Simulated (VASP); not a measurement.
Write the native input for VASP 6.6.1 that does the following.

```
Task                   : single point
Functional             : BLYP
Potentials or basis    : VASP PAW PBE potentials, release 64 (C)
Cutoff                 : 520 eV
k mesh                 : 13 × 13 × 7
Occupations            : fermi-dirac, width 0.05 eV
Spin                   : no spin polarisation
Dipole correction      : no
Further INCAR settings : ALGO = Normal; EDIFF = 1e-07; NBANDS = 16
```

The structure of C lies in POSCAR:

```
C
1.0
    2.5299469697      0.0000000000      0.0000000000
   -1.2649734849      2.1909983460      0.0000000000
    0.0000000000      0.0000000000      4.2110452283
C
4
Direct
    0.3333333333      0.6666666667      0.0626028893
    0.6666666667      0.3333333333      0.5626028893
    0.3333333333      0.6666666667      0.4373971107
    0.6666666667      0.3333333333      0.9373971107
```

One way to write it, as run:

INCAR

```
PREC = Accurate ; ENCUT = 520
EDIFF = 1E-7 ; ISMEAR = -1
SIGMA = 0.05 ; LREAL = F
LASPH = T ; NELM = 60
ALGO = Normal ; ISIF = 2
LWAVE = F ; LCHARG = F
GGA = B5 ; ALDAX = 1.0
AGGAX = 1.0 ; AGGAC = 1.0
ALDAC = 0.0 ; NBANDS = 16
```

KPOINTS

```
Automatic mesh
0
Gamma
  13 13 7
```

Potentials or basis: VASP PAW PBE potentials, release 64 (C).

Run with:

```bash
$ cat potpaw_PBE.64/C/POTCAR > POTCAR
$ mpirun -np 1 vasp_std > vasp.out
```

It gave:

| Property | Result |
| --- | --- |
| Pressure | 0.6 GPa |
| Band gap on the k mesh | 3.96 eV, indirect (least direct gap 5.12 eV) |

Caveat: the PAW data sets were made with another functional, which shifts forces and pressure a little.

Run time: 24 s on 1 thread of Intel(R) Xeon(R) Platinum 8488C (Sapphire Rapids), on a shared host, peak memory 0.14 GiB.
